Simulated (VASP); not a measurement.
# Cd4SeS3 in VASP: a series of runs

Runs on Cd4SeS3. Level: PBE. Tasks: single point.

All numbers are computed with VASP 6.6.1; they aren't measurements. Logs are shortened: lines on timing, memory, paths and dates and some standing lists are left out, and cuts for length are marked.

### Step 1. The cell of the first run

The typed cell holds 8 atoms: a = 4.251 Å, b = 4.253 Å, c = 11.912 Å, α = 89.96°, β = 90.00°, γ = 90.05°.

### Step 2. Single point, PBE

INCAR reads:

```
SYSTEM = Cd4SeS3
ALGO     = Normal         ! electronic algorithm
EDIFF    = 1E-6           ! SCF threshold, eV
ENCUT    = 520            ! plane-wave cutoff, eV
GGA      = PE             ! functional
ISIF     = 2              ! what is computed and relaxed
ISMEAR   = 0              ! smearing method
LASPH    = .TRUE.         ! aspherical terms in the spheres
LCHARG   = .FALSE.        ! write CHGCAR
LREAL    = .FALSE.        ! projectors in reciprocal space
LWAVE    = .FALSE.        ! write WAVECAR
NBANDS   = 46             ! bands
NELM     = 60             ! most SCF steps
PREC     = Accurate       ! precision mode
SIGMA    = 0.1            ! smearing width, eV
```

KPOINTS reads:

```
k-points
0
G
  4 4 1
  0 0 0
```

POSCAR reads:

```
Cd4SeS3
1.0
    4.2513599370     -0.0019989496     -0.0000376325
   -0.0019633418      4.2534099731      0.0014358457
   -0.0005422714      0.0040303613     11.9123280862
Cd Se S
4 1 3
Direct
    0.4998578266     -0.0002351497      0.6216644144
    0.0004465165      0.5000993475      0.8656133148
    0.4992927550      0.0002527760      0.1344238978
    0.0004734268      0.5002316422      0.3784042613
   -0.0005874947     -0.0000554903      0.0000138954
    0.5002983437      0.5001489046      0.2566560585
   -0.0000980446     -0.0000172746      0.4999212085
    0.5003166705      0.4995752445      0.7433029495
```

Potentials or basis: VASP PAW PBE potentials, release 64 (Cd, Se, S).

Launch:

```
$ cat potpaw_PBE.64/Cd/POTCAR potpaw_PBE.64/Se/POTCAR potpaw_PBE.64/S/POTCAR > POTCAR
$ mpirun -np 1 vasp_std > vasp.out
```

OUTCAR:

```text
SYSTEM = Cd4SeS3
   EDIFF = 1E-6
   ENCUT = 520
   GGA = PE
   ISIF = 2
   ISMEAR = 0
   LASPH = .TRUE.
   LREAL = .FALSE.
   NELM = 60
   PREC = Accurate

 ion  position               nearest neighbor table
   1  0.500  1.000  0.622-   7 2.57   8 2.57   7 2.57   8 2.57
   2  0.000  0.500  0.866-   8 2.58   8 2.58   5 2.66   5 2.66
   3  0.499  0.000  0.134-   6 2.58   6 2.58   5 2.66   5 2.66
   4  0.000  0.500  0.378-   7 2.57   7 2.57   6 2.57   6 2.57
   5  0.999  1.000  0.000-   3 2.66   2 2.66   3 2.66   2 2.66
   6  0.500  0.500  0.257-   4 2.57   4 2.57   3 2.58   3 2.58
   7  1.000  1.000  0.500-   4 2.57   4 2.57   1 2.57   1 2.57
   8  0.500  0.500  0.743-   1 2.57   1 2.57   2 2.58   2 2.58

  LATTYP: Found a triclinic cell.
 ALAT       =     4.2534106686
 B/A-ratio  =     0.9995179724
 C/A-ratio  =     2.8006533365
 COS(alpha) =     0.0000545328
 COS(beta)  =     0.0006759314
 COS(gamma) =     0.0009317858

  Lattice vectors:

 A1 = (  -0.0019633418,   4.2534099731,   0.0014358457)
 A2 = (  -4.2513599370,   0.0019989496,   0.0000376325)
 A3 = (  -0.0005422714,   0.0040303613,  11.9123280862)

Analysis of symmetry for initial positions (statically):
=====================================================================
 Subroutine PRICEL returns:
 Original cell was already a primitive cell.

 Routine SETGRP: Setting up the symmetry group for a
 triclinic supercell.

 Subroutine GETGRP returns: Found  1 space group operations
 (whereof  1 operations were pure point group operations)
 out of a pool of  2 trial point group operations.

The static configuration has the point symmetry C_1 .

Analysis of symmetry for dynamics (positions and initial velocities):
=====================================================================
 Subroutine PRICEL returns:
 Original cell was already a primitive cell.

 Routine SETGRP: Setting up the symmetry group for a
 triclinic supercell.

 Subroutine GETGRP returns: Found  1 space group operations
 (whereof  1 operations were pure point group operations)
 out of a pool of  2 trial point group operations.

The dynamic configuration has the point symmetry C_1 .

 Subroutine INISYM returns: Found  1 space group operations
 (whereof  1 operations are pure point group operations),
 and found     1 'primitive' translations

----------------------------------------------------------------------------------------

                                     Primitive cell

  volume of cell :     215.4079

  direct lattice vectors                    reciprocal lattice vectors
     4.251359937 -0.001998950 -0.000037633     0.235218902  0.000108572  0.000010671
    -0.001963342  4.253409973  0.001435846     0.000110544  0.235105559 -0.000079539
    -0.000542271  0.004030361 11.912328086     0.000000730 -0.000028338  0.083946657

  length of vectors
     4.251360407  4.253410669 11.912328780     0.235218928  0.235105599  0.083946661

  position of ions in fractional coordinates (direct lattice)
     0.499857827  0.999764850  0.621664414
     0.000446516  0.500099347  0.865613315
     0.499292755  0.000252776  0.134423898
     0.000473427  0.500231642  0.378404261
     0.999412505  0.999944510  0.000013895
     0.500298344  0.500148905  0.256656058
     0.999901955  0.999982725  0.499921208
     0.500316670  0.499575245  0.743302949

  ion indices of the primitive-cell ions
   primitive index   ion index
                 1           1
                 2           2
                 3           3
                 4           4
                 5           5
                 6           6
                 7           7
                 8           8

----------------------------------------------------------------------------------------

 KPOINTS: k-points

Automatic generation of k-mesh.
 Grid dimensions read from file:
 generate k-points for:    4    4    1

 Generating k-lattice:

  Cartesian coordinates                     Fractional coordinates (reciprocal lattice)
     0.058804726  0.000027143  0.000002668     0.250000000 -0.000000000  0.000000000
     0.000027636  0.058776390 -0.000019885    -0.000000000  0.250000000  0.000000000
     0.000000730 -0.000028338  0.083946657     0.000000000 -0.000000000  1.000000000

  Length of vectors
     0.058804732  0.058776400  0.083946661

  Shift w.r.t. Gamma in fractional coordinates (k-lattice)
     0.000000000  0.000000000  0.000000000

 Subroutine IBZKPT returns following result:
 ===========================================

 Found     10 irreducible k-points:

 Following reciprocal coordinates:
            Coordinates               Weight
  0.000000  0.000000  0.000000      1.000000
  0.250000 -0.000000 -0.000000      2.000000
  0.500000 -0.000000 -0.000000      1.000000
 -0.000000  0.250000  0.000000      2.000000
  0.250000  0.250000  0.000000      2.000000
  0.500000  0.250000  0.000000      2.000000
 -0.250000  0.250000  0.000000      2.000000
 -0.000000  0.500000  0.000000      1.000000
  0.250000  0.500000  0.000000      2.000000
  0.500000  0.500000  0.000000      1.000000
   k-points           NKPTS =     10   k-points in BZ     NKDIM =     10   number of bands    NBANDS=     46
   number of dos      NEDOS =    301   number of ions     NIONS =      8
   total plane-waves  NPLWV =  92160
   dimension x,y,z NGX =    32 NGY =   32 NGZ =   90
   dimension x,y,z NGXF=    64 NGYF=   64 NGZF=  180
   ions per type =               4   1   3
   NGX,Y,Z   is equivalent  to a cutoff of  12.51, 12.51, 12.56 a.u.
   NGXF,Y,Z  is equivalent  to a cutoff of  25.03, 25.01, 25.12 a.u.
 SYSTEM =  Cd4SeS3
   PREC   = accura    normal or accurate (medium, high low for compatibility)
   ISTART =      0    job   : 0-new  1-cont  2-samecut
   ICHARG =      2    charge: 1-file 2-atom 10-const
   ISPIN  =      1    spin polarized calculation?
   LNONCOLLINEAR =      F non collinear calculations
   LSORBIT =      F    spin-orbit coupling
   LASPH  =      T    aspherical Exc in radial PAW
   ENCUT  =  520.0 eV  38.22 Ry    6.18 a.u.   7.90  7.91 22.15*2*pi/ulx,y,z
   NELM   =     60;   NELMIN=  2; NELMDL= -5     # of ELM steps
   EDIFF  = 0.1E-05   stopping-criterion for ELM
   LREAL  =      F    real-space projection
   EDIFFG = 0.1E-04   stopping-criterion for IOM
   NSW    =      0    number of steps for IOM
   IBRION =     -1    ionic relax: 0-MD 1-quasi-New 2-CG
   NFREE  =      0    steps in history (QN), initial steepest desc. (CG)
   ISIF   =      2    stress and relaxation
   ISYM   =      2    0-nonsym 1-usesym 2-fastsym
   POTIM  = 0.5000    time-step for ionic-motion
   TEBEG  =    0.0;   TEEND  =   0.0 temperature during run
   PSTRESS=    0.0 pullay stress
   NELECT =      72.0000    total number of electrons
   NUPDOWN=      -1.0000    fix difference up-down
   EMIN   =  10.00;   EMAX   =-10.00  energy-range for DOS
   EFERMI =   0.00;   METHOD = LEGACY
   ISMEAR =     0;   SIGMA  =   0.10  broadening in eV -4-tet -1-fermi 0-gaus
   EFERMI_NEDOS =   21; number of points for ismear=-14 and -15
   IALGO  =     38    algorithm
   IMIX   =      4    mixing-type and parameters
     AMIX     =   0.40;   BMIX     =  1.00
     AMIX_MAG =   1.60;   BMIX_MAG =  1.00
  volume/ion in A,a.u.               =      26.93       181.71
  Fermi-wavevector in a.u.,A,eV,Ry     =   1.136140  2.146993 17.562587  1.290814
  Thomas-Fermi vector in A             =   2.272845
   LORBIT       =      0    0 simple, 1 ext, 2 COOP (PROOUT), +10 PAW based schemes
   GGA     = PE    functional components
   LHFCALC =     F    Hartree Fock is set to
   AEXX    =    0.0000 exact exchange contribution
   IVDW    =     0    specifies the selected vdW correction
   LEPSILON=     F    determine dielectric tensor
   LRPA    =     F    only Hartree local field effects (RPA)
 non-spin polarized calculation
 Gauss-broadening in eV      SIGMA  =   0.10
  energy-cutoff  :      520.00
  volume of cell :      215.41
 maximum number of plane-waves:      5834
   NGX = 15   NGY = 15   NGZ = 45

 number of electron      72.0000021 magnetization

 Free energy of the ion-electron system (eV)
  ---------------------------------------------------
  ext. energy  EPLUGINS =         0.00000000
  ---------------------------------------------------
  free energy    TOTEN  =       -23.84781788 eV

  energy without entropy =      -23.84781788  energy(sigma->0) =      -23.84781788

 E-fermi :   1.2844     XC(G=0):  -8.8498

 val. band max:        0.8595497067   @ k =   0.0000   0.0000   0.0000
 cond. band min:       1.7025312115   @ k =   0.0000   0.0000   0.0000
 fundamental gap:      0.8429815048
 Fermi energy:         1.2844327649

 k-point     1 :       0.0000    0.0000    0.0000
  band No.  band energies     occupation
      1     -11.3184      2.00000
      2     -11.0878      2.00000
      3     -11.0578      2.00000
      4     -10.8302      2.00000
      5      -6.8185      2.00000
      6      -6.8179      2.00000
[... 38 lines left out ...]
     45       7.2117      0.00000
     46       7.2154      0.00000

 k-point     2 :       0.2500   -0.0000   -0.0000
  band No.  band energies     occupation
      1     -11.1864      2.00000
      2     -11.0249      2.00000
      3     -10.9975      2.00000
      4     -10.8412      2.00000
      5      -6.7810      2.00000
      6      -6.7502      2.00000
[... 38 lines left out ...]
     45       7.5486      0.00000
     46       7.5991      0.00000

 k-point     3 :       0.5000   -0.0000   -0.0000
  band No.  band energies     occupation
      1     -10.9822      2.00000
      2     -10.9423      2.00000
      3     -10.9412      2.00000
      4     -10.9360      2.00000
      5      -6.7269      2.00000
      6      -6.7220      2.00000
[... 332 lines left out ...]
     45       7.8071      0.00000
     46       7.8415      0.00000

 k-point    10 :       0.5000    0.5000    0.0000
  band No.  band energies     occupation
      1     -10.8605      2.00000
      2     -10.8295      2.00000
      3     -10.8278      2.00000
      4     -10.8248      2.00000
      5      -6.6305      2.00000
      6      -6.6297      2.00000
[... 38 lines left out ...]
     45       7.7998      0.00000
     46       7.8512      0.00000

------------------------ aborting loop because EDIFF is reached ----------------------------------------

  FORCE on cell =-STRESS in cart. coord.  units (eV):
  Direction    XX          YY          ZZ          XY          YZ          ZX
  --------------------------------------------------------------------------------------
  -------------------------------------------------------------------------------------
  Total        0.3778060      0.3462887      0.3911684      0.0121924     -0.0236016     -0.0016397
  in kB        2.8100744      2.5756528      2.9094625      0.0906858     -0.1755455     -0.0121957
  external PRESSURE =       2.7650632 kB  Pullay stress =       0.0000000 kB

 VOLUME and BASIS-vectors are now :
 -----------------------------------------------------------------------------
  energy-cutoff  :      520.00
  volume of cell :      215.41
      direct lattice vectors                 reciprocal lattice vectors
     4.251359937 -0.001998950 -0.000037633     0.235218902  0.000108572  0.000010671
    -0.001963342  4.253409973  0.001435846     0.000110544  0.235105559 -0.000079539
    -0.000542271  0.004030361 11.912328086     0.000000730 -0.000028338  0.083946657

 POSITION                                       TOTAL-FORCE (eV/Angst)
 -----------------------------------------------------------------------------------
      2.12278      4.25392      7.40689         0.000688     -0.000156     -0.008728
      0.00045      2.13062     10.31219        -0.001008      0.000305     -0.005704
      2.12260      0.00062      1.60128         0.001713      0.001805      0.010958
      0.00083      2.12921      4.50839        -0.002192     -0.000671      0.003235
      4.24690      4.25118      0.00156         0.001841     -0.001193     -0.004415
      2.12583      2.12737      3.05807        -0.000752     -0.002782     -0.011548
      4.24871      4.25335      5.95662         0.000893      0.000142      0.005620
      2.12564      2.12689      8.85517        -0.001183      0.002550      0.010583
 -----------------------------------------------------------------------------------
    total drift:                               -0.000056     -0.000008      0.000015

  FREE ENERGIE OF THE ION-ELECTRON SYSTEM (eV)
  ---------------------------------------------------
  free  energy   TOTEN  =       -23.8478178811 eV

  energy  without entropy=      -23.8478178809  energy(sigma->0) =      -23.84781788
```

It took 48 s on 1 thread of Intel Xeon 6975P-C (Granite Rapids), shared host; peak memory 0.32 GiB.

Results:

- Free energy: -23.8478 eV
- Pressure: 0.3 GPa
- Largest force: 0.012 eV/Å
- Band gap on the k mesh: 0.84 eV

Forces on the atoms (eV/Å):
```
Cd   0.001  0.000 -0.009
Cd  -0.001  0.000 -0.006
Cd   0.002  0.002  0.011
Cd  -0.002 -0.001  0.003
Se   0.002 -0.001 -0.004
S   -0.001 -0.003 -0.012
S    0.001  0.000  0.006
S   -0.001  0.003  0.011
```

Caveat: the k points lie up to 0.53 Å⁻¹ apart.

### Step 3. Single point, PBE

INCAR reads:

```
SYSTEM = Cd4SeS3
ALGO = Normal
EDIFF = 1E-6
ENCUT = 520
GGA = PE
ISIF = 2
ISMEAR = 0
LASPH = .True.
LCHARG = .True.
LELF = .True.
LREAL = .False.
LVHAR = .True.
LWAVE = .False.
NBANDS = 46
NELM = 100
PREC = Accurate
SIGMA = 0.1
```

KPOINTS reads:

```
k-points
0
Gamma
  4 4 2
  0 0 0
```

POSCAR reads:

```
Cd4SeS3
1.0
    4.2418401000      0.0000000000      0.0000000000
    0.0000000000      4.2418401000      0.0000000000
    0.0000000000      0.0000000000     11.9614623000
Cd Se S
4 1 3
Direct
    0.5000000000      0.0000000000      0.6216120000
    0.0000000000      0.5000000000      0.8655710000
    0.5000000000      0.0000000000      0.1344290000
    0.0000000000      0.5000000000      0.3783880000
    0.0000000000      0.0000000000      0.0000000000
    0.5000000000      0.5000000000      0.2565630000
    0.0000000000      0.0000000000      0.5000000000
    0.5000000000      0.5000000000      0.7434370000
```

Potentials or basis: VASP PAW PBE potentials, release 64 (Cd, Se, S).

Launch:

```
$ cat potpaw_PBE.64/Cd/POTCAR potpaw_PBE.64/Se/POTCAR potpaw_PBE.64/S/POTCAR > POTCAR
$ mpirun -np 1 vasp_std > vasp.out
```

Wall time 56 s (1 thread of Intel Xeon 6975P-C (Granite Rapids), shared host); peak memory 0.33 GiB.

The run converged. Its results:

```
Free energy            : -23.8607 eV
Pressure               : 0.3 GPa
Band gap on the k mesh : 0.84 eV
```

Stress tensor (GPa, compression positive):
```
0.38 0.00 0.00
0.00 0.38 0.00
0.00 0.00 0.28
```

Levels at points of the mesh, in eV from the valence-band top:
```csv
k point,band 32,band 33,band 34,band 35,band 36,band 37,band 38,band 39,band 40,band 41
"(0.00, 0.00, 0.00)",-0.86,-0.86,-0.06,0.00,0.00,0.84,3.32,3.35,3.48,4.04
"(0.50, 0.00, 0.00)",-0.89,-0.88,-0.75,-0.72,-0.33,2.67,2.76,3.89,3.96,5.89
"(0.50, 0.50, 0.00)",-2.08,-1.84,-1.74,-1.74,-1.63,3.36,3.57,4.07,4.07,5.06
"(0.00, 0.00, 0.50)",-1.10,-0.48,-0.48,-0.17,-0.17,1.98,2.05,3.62,3.71,4.02
"(0.50, 0.00, 0.50)",-1.23,-0.89,-0.89,-0.88,-0.33,3.19,3.31,3.31,3.35,6.12
"(0.50, 0.50, 0.50)",-1.96,-1.96,-1.87,-1.87,-1.73,3.97,4.19,4.22,4.25,4.42
```
